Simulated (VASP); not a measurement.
Crystal: SnTe3.

```
Te Sn
1.0
     0.00000    3.88679    3.88679
     3.88679    0.00000    3.88679
     3.88679    3.88679    0.00000
Te Sn
3 1
Direct
  0.50000 0.50000 0.50000
  0.75000 0.75000 0.75000
  0.25000 0.25000 0.25000
  0.00000 0.00000 0.00000
```

This cell differs from its parent crystal: volume scaled by 1.02.

Base run:

| Property | Result |
| --- | --- |
| Program | VASP 6.6.1 |
| Functional | PBEsol |
| Potentials or basis | VASP PAW PBE potentials, release 64 (Te, Sn_d) |
| Cutoff | 520 eV |
| k mesh | 6 × 6 × 6 |
| Occupations | fermi-dirac, width 0.05 eV |
| Spin | no spin polarisation |

Its results: band gap on the k mesh zero (band 16 reaches 7.70 eV, above the bottom of band 17 at 5.53 eV); pressure -3.7 GPa.

Q: The run is repeated on the same cell with these changes: functional from PBEsol to r2SCAN. What comes out?

A: Band gap on the k mesh zero (band 16 reaches 7.77 eV, above the bottom of band 17 at 5.49 eV); pressure -1.0 GPa.

Caveats: the PAW data sets were made with another functional, which shifts forces and pressure a little; spin-orbit coupling is left out, which moves the levels of the heavy elements.
